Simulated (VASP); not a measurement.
A run of VASP 6.6.1 is set up as follows.

The input INCAR:

```
PREC = Accurate
ENCUT = 520
EDIFF = 1E-7
ISMEAR = 0
SIGMA = 0.1
LREAL = F
LASPH = T
NELM = 80
ALGO = Fast
ISIF = 2
LWAVE = F
LCHARG = F
GGA = PE
NBANDS = 12
```

KPOINTS

```
Automatic mesh
0
Gamma
  12 12 12
```

File POSCAR:

```
Al
1.0
    3.9157167119      0.0000000000      0.0000000000
    0.0000000000      3.9157167119      0.0000000000
    0.0000000000      0.0000000000      3.9157167119
Al
3
Direct
    0.0000000000      0.5000000000      0.5000000000
    0.5000000000      0.0000000000      0.5000000000
    0.5000000000      0.5000000000      0.0000000000
```

Potentials or basis: VASP PAW PBE potentials, release 64 (Al).

Launch:

```sh
$ cat potpaw_PBE.64/Al/POTCAR > POTCAR
$ mpirun -np 1 vasp_std > vasp.out
```

Predict the pressure.

-0.1 GPa.
